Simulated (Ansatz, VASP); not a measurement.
**One calculation of ScBi3, two programs**

```
Sc Bi
1.0
    -2.31509    2.31509    5.41066
     2.31509   -2.31509    5.41066
     2.31509    2.31509   -5.41066
Sc Bi
1 3
Direct
  0.00000 0.00000 0.00000
  0.75000 0.25000 0.50000
  0.25000 0.75000 0.50000
  0.50000 0.50000 0.00000
```

Alike in both runs: task single point; functional PBE; k mesh 4 × 4 × 4; no spin polarisation.

|  | VASP | Ansatz |
| --- | --- | --- |
| version | VASP 6.6.1 | Ansatz 0.2.0 |
| potentials or method | VASP PAW PBE potentials, release 64 (Sc_sv, Bi_d), cutoff 520 eV | scalar-relativistic, plane waves, PAW |
| occupations | tetrahedron | tetrahedron-uncorrected |
| valence electrons in the cell | 56 | 56 |

|  | VASP | Ansatz | Ansatz less VASP |
| --- | --- | --- | --- |
| gap on the k mesh at the Fermi level (eV) | none | none | - |
| pressure (GPa) | -0.1 | 0.0 | +0.04 |
| traceless stress, the component that is largest in VASP (GPa) | 0.49 | 0.52 | +0.029 |

A gap of «none» marks a metal or a gap that the smearing closes. Ansatz's warnings: band table not solved further.

The k mesh is coarse, so the values compare programs but aren't converged. Neither program's run includes spin-orbit coupling.
